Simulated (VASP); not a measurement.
A run of VASP 6.6.1:

The input POSCAR:

```
BP
1.0
    0.0000000000      2.2683156724      2.2683156724
    2.2683156724      0.0000000000      2.2683156724
    2.2683156724      2.2683156724      0.0000000000
B P
1 1
Direct
    0.0000000000      0.0000000000      0.0000000000
    0.2500000000      0.2500000000      0.2500000000
```

The input INCAR.step1:

```
  PREC = Accurate
  ENCUT = 500
  EDIFF = 1E-8
  ISMEAR = 0
  SIGMA = 0.01
  LREAL = False
  LASPH = True
  NELM = 100
  ALGO = Normal
  LWAVE = True
  LCHARG = False
  GGA = PE
```

Contents of INCAR.step2:

```
  PREC = Accurate
  ENCUT = 500
  EDIFF = 1E-8
  ISMEAR = 0
  SIGMA = 0.01
  LREAL = False
  LASPH = True
  NELM = 1
  ALGO = Exact
  LWAVE = True
  LCHARG = False
  GGA = PE
  NBANDS = 34
  LOPTICS = True
  ISTART = 1
```

Contents of INCAR.step3:

```
  PREC = Accurate
  ENCUT = 500
  EDIFF = 1E-8
  ISMEAR = 0
  SIGMA = 0.01
  LREAL = False
  LASPH = True
  ALGO = EVGW0
  LWAVE = False
  LCHARG = False
  GGA = PE
  NELMGW = 1
  NBANDS = 34
  ENCUTGW = 60.0
  NOMEGA = 48
  PRECFOCK = Fast
  ISTART = 1
  NBANDSGW = 12
```

The input KPOINTS:

```
Automatic mesh
0
Gamma
  4 4 4
```

Potentials or basis: VASP PAW PBE potentials, release 64 (B_GW, P_GW).

The run is started by

```bash
$ cat potpaw_PBE.64/B_GW/POTCAR potpaw_PBE.64/P_GW/POTCAR > POTCAR
$ cp INCAR.step1 INCAR
$ mpirun -np 1 vasp_std > vasp.out
$ cp INCAR.step2 INCAR
$ mpirun -np 1 vasp_std > vasp.out
$ cp INCAR.step3 INCAR
$ mpirun -np 1 vasp_std > vasp.out
```

Hardware: 1 thread of AMD EPYC 9R45 96-Core Processor (Zen 5), on a shared host.

Question: How long does it take, and how much memory?

Answer: It took 24 s on 1 thread of AMD EPYC 9R45 96-Core Processor (Zen 5), with other jobs on the host, peak memory 0.17 GiB. Counts: k points 8.
